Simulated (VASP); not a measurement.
A run of VASP 6.6.1:

The input INCAR:

```
ALGO     = Normal         # electronic algorithm
EDIFF    = 1E-6           # SCF threshold, eV
ENCUT    = 520            # plane-wave cutoff, eV
GGA      = CA             # functional
ISIF     = 2              # what is computed and relaxed
ISMEAR   = -1             # smearing method
LASPH    = True           # aspherical terms in the spheres
LCHARG   = False          # write CHGCAR
LREAL    = False          # projectors in reciprocal space
LWAVE    = False          # write WAVECAR
NBANDS   = 13             # bands
NELM     = 100            # most SCF steps
PREC     = Accurate       # precision mode
SIGMA    = 0.05           # smearing width, eV
```

The input KPOINTS:

```
k-points
0
Gamma
  13 13 13
```

The input POSCAR:

```
S
1.0
    0.0000000000      2.3081238770      2.3081238770
    2.3081238770      0.0000000000      2.3081238770
    2.3081238770      2.3081238770      0.0000000000
S
2
Direct
   -0.1250000000     -0.1250000000     -0.1250000000
    0.1250000000      0.1250000000      0.1250000000
```

Potentials or basis: VASP PAW LDA potentials, release 64 (S).

Run with:

```bash
$ cat potpaw_LDA.64/S/POTCAR > POTCAR
$ mpirun -np 1 vasp_std > vasp.out
```

Hardware: 1 thread of AMD EPYC 7R13, with other jobs on the host.

Estimate the wall time of this run.

Run time: 44 s on 1 thread of AMD EPYC 7R13, with other jobs on the host, peak memory 0.1 GiB. Counts: scf iterations 10, k points 84.
